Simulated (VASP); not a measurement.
## Ti4Bi2Te: relaxation of cell and atoms with PBE

Crystal: Ti4Bi2Te.

```
CELL_PARAMETERS angstrom
5.73079 0.00000 0.00000
-2.86540 4.96301 0.00000
0.00000 0.00000 5.19757
ATOMIC_POSITIONS crystal
Ti 0.50000 0.00000 0.50000
Ti 0.00000 0.50000 0.50000
Ti 0.50000 0.50000 0.50000
Ti 0.00000 0.00000 0.00000
Bi 0.33333 0.66667 0.00000
Bi 0.66667 0.33333 0.00000
Te 0.00000 0.00000 0.50000
```

The cell was generated, and may not be a known phase.

```json
{
 "Program": "VASP 6.6.1",
 "Task": "relaxation of cell and atoms",
 "Functional": "PBE",
 "Potentials or basis": "VASP PAW PBE potentials, release 64 (Ti_sv, Bi_d, Te)",
 "Cutoff": "600 eV",
 "k mesh": "6 × 6 × 6",
 "Occupations": "gaussian, width 0.1 eV",
 "Spin": "no spin polarisation",
 "Dipole correction": "no",
 "Further INCAR settings": "ALGO = Fast; EDIFF = 1e-06; IBRION = 2; EDIFFG = -0.01; NSW = 100; ISIF = 3"
}
```

The relaxed volume is 21.04 Å³/atom. The relaxed cell is a = 5.747 Å, b = 5.747 Å, c = 5.149 Å, α = 90.00°, β = 90.00°, γ = 120.00°. The space group after relaxing (to 0.1 Å) is P6/mmm (No. 191) and the energy gained by relaxing is 1.2 meV/atom. The ionic steps are 6 and the pressure after relaxing is 0.0 GPa. The band gap on the k mesh is zero (bands 42 and 43 overlap by 0.55 eV).

The path:
```
step  energy change (eV)  largest force (eV/Å)  pressure (GPa)  volume (Å³)
   1              0.0000                0.0000           -0.24       147.83
   2             -0.0085                0.0000           -0.03       147.14
   3             -0.0085                0.0000            0.07       147.17
   4             -0.0085                0.0000            0.07       147.16
   5             -0.0086                0.0000           -0.11       147.35
   6             -0.0086                0.0000            0.00       147.29
```

Final structure:
```cif
data_structure
_symmetry_space_group_name_H-M 'P 1'
_symmetry_Int_Tables_number 1
_cell_length_a 5.7472
_cell_length_b 5.7472
_cell_length_c 5.1490
_cell_angle_alpha 90.000
_cell_angle_beta 90.000
_cell_angle_gamma 120.000
_cell_volume 147.29
loop_
_atom_site_label
_atom_site_type_symbol
_atom_site_fract_x
_atom_site_fract_y
_atom_site_fract_z
_atom_site_occupancy
Ti1 Ti 0.50000 0.00000 0.50000 1
Ti2 Ti 0.00000 0.50000 0.50000 1
Ti3 Ti 0.50000 0.50000 0.50000 1
Ti4 Ti 0.00000 0.00000 0.00000 1
Bi1 Bi 0.33333 0.66667 0.00000 1
Bi2 Bi 0.66667 0.33333 0.00000 1
Te1 Te 0.00000 0.00000 0.50000 1
```

Levels at points of the mesh, in eV from the Fermi level:
```tsv
k point	band 40	band 41	band 42	band 43	band 44	band 45
(0.00, 0.00, 0.00)	-1.31	-1.31	-0.24	0.10	0.10	0.78
(0.50, 0.00, 0.00)	-1.04	-0.38	-0.01	0.07	0.39	0.48
(0.00, 0.00, 0.50)	-1.69	-1.48	0.05	0.34	0.34	0.68
(0.50, 0.00, 0.50)	-0.43	-0.18	0.03	0.04	0.12	0.34
```

It took 20 min on 1 thread of Intel(R) Xeon(R) 6975P-C (Granite Rapids), on a shared host, peak memory 0.48 GiB.

Caveat: spin-orbit coupling is left out, which moves the levels of the heavy elements.
